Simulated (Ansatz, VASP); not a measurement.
**One calculation of ZrB2, two programs**

INCAR

```
SYSTEM = ZrB2
PREC = Accurate
ENCUT = 520
EDIFF = 1E-8
ISMEAR = -1
SIGMA = 0.05
LREAL = .False.
LASPH = .True.
NELM = 80
ALGO = Normal
ISIF = 2
LWAVE = .False.
LCHARG = .False.
GGA = PE
LEFG = .True.
NBANDS = 16
```

KPOINTS

```
regular mesh
0
Gamma
  12 12 9
  0 0 0
```

Contents of POSCAR:

```
ZrB2
1.0
    3.1649998255      0.0000000000      0.0000000000
   -1.5824999128      2.7409702519      0.0000000000
    0.0000000000      0.0000000000      3.6256000000
Zr B
1 2
Direct
    0.0000000000      0.0000000000      0.0000000000
    0.3333333333      0.6666666667      0.5000000000
    0.6666666667      0.3333333333      0.5000000000
```

Input for Ansatz:

```yaml
crystal:
  lattice:
    - [3.1649998255, 0.0, 0.0]
    - [-1.5824999128, 2.7409702519, 0.0]
    - [0.0, 0.0, 3.6256]
  atoms:
    - { symbol: Zr, position: [0.0, 0.0, 0.0] }
    - { symbol: B, position: [0.3333333333, 0.6666666667, 0.5] }
    - { symbol: B, position: [0.6666666667, 0.3333333333, 0.5] }
kpoints:
  mp_grid: { grid: [12, 12, 9] }
scf:
  occupations: { method: fermi_dirac, width: 0.05 }
hamiltonian:
  xc: pbe
  pseudopotentials: { kind: all_electron, datasets: crystal }
output:
  forces: true
  stress: true
  eigenvalues: true
  efg: { contact_densities: true }
```

Change from the starting cell: zz strain of +3 %, crystal datasets.

Alike in both runs: task electric field gradients; functional PBE; k mesh 12 × 12 × 9; occupations fermi-dirac, width 0.05 eV; no spin polarisation.

```csv
,VASP,Ansatz
version,VASP 6.6.1,Ansatz 0.2.0
potentials or method,"VASP PAW PBE potentials, release 64 (Zr_sv, B), cutoff 520 eV","all-electron PAW with datasets made for the crystal, scalar-relativistic"
```

VASP gave:

```
pressure (GPa)                                                : -3.9
traceless stress, the component that is largest in VASP (GPa) : -5.20
size of Vzz on the site where it differs most (V/Å²)          : 43.5
```

What did Ansatz give for the same quantities?

Pressure (GPa): -4.0; traceless stress, the component that is largest in VASP (GPa): -5.19; size of Vzz on the site where it differs most (V/Å²): 47.4.

Ansatz ran all-electron here, and VASP with PAW potentials.
